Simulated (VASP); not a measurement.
PbSe, 4 atoms in the cell. Symmetry: P6_3mc, No. 186, hexagonal system. The conventional cell has a = 5.259 Å, b = 5.259 Å, c = 6.326 Å, α = 90.00°, β = 90.00°, γ = 120.00°. Within 4.0 Å of Pb (site symmetry 3m) lie 5 Se at 3.04 to 3.19 Å. Within 4.0 Å of Se (site symmetry 3m) lie 5 Pb at 3.04 to 3.19 Å. 

- Program: VASP 6.6.1
- Task: single point
- Functional: PBE
- Potentials or basis: VASP PAW PBE potentials, release 64 (Pb_d, Se)
- Cutoff: 520 eV
- k mesh: 6 × 6 × 4
- Occupations: gaussian, width 0.01 eV
- Spin: no spin polarisation
- Dipole correction: no
- Further INCAR settings: ALGO = Normal; EDIFF = 1e-07; NBANDS = 28

Potentials or basis: VASP PAW PBE potentials, release 64 (Pb_d, Se).

Run with:

```console
$ cat potpaw_PBE.64/Pb_d/POTCAR potpaw_PBE.64/Se/POTCAR > POTCAR
$ mpirun -np 1 vasp_std > vasp.out
```

Hardware: 1 thread of AMD EPYC 7R43 64-Core Processor (Zen 3), with other jobs on the host.

Question: How long does it take, and how much memory?

Answer: Run time: 2 min on 1 thread of AMD EPYC 7R43 64-Core Processor (Zen 3), on a shared host, peak memory 0.26 GiB. Counts: scf iterations 15, k points 21.
